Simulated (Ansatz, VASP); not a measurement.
As: VASP beside Ansatz

```
As
1.0
     1.88080    1.08588    3.51406
    -1.88080    1.08588    3.51406
     0.00000   -2.17176    3.51406
As
2
Direct
  0.22600 0.22600 0.22600
  0.77400 0.77400 0.77400
```

Alike in both runs: functional PBE; k mesh 7 × 7 × 7; occupations fermi-dirac, width 0.05 eV; no spin polarisation.

```csv
,VASP,Ansatz
version,VASP 6.6.1,Ansatz 0.2.0
potentials or method,"VASP PAW PBE potentials, release 64 (As)",Ansatz PAW
plane-wave cutoff (eV),520,420
valence electrons in the cell,10,30
task,single point,band structure
```

VASP gave:

```
gap on the k mesh at the Fermi level (eV)                     : none
pressure (GPa)                                                : 3.9
traceless stress, the component that is largest in VASP (GPa) : -0.68
rms of the force components (eV/Å)                            : 0.260
```

Problem. Which values does Ansatz return?

Solution. gap on the k mesh at the Fermi level (eV): none; pressure (GPa): 3.6; traceless stress, the component that is largest in VASP (GPa): -0.57; rms of the force components (eV/Å): 0.226.

Atom by atom the forces differ by 0.035 eV/Å (rms over components). A gap of «none» marks a metal or a gap that the smearing closes. With one functional, cell and mesh, what is left measures potentials, basis and numerics. VASP's potentials hold 10 valence electrons a cell and Ansatz's 30, so a difference there can come from the potentials and not from the codes.
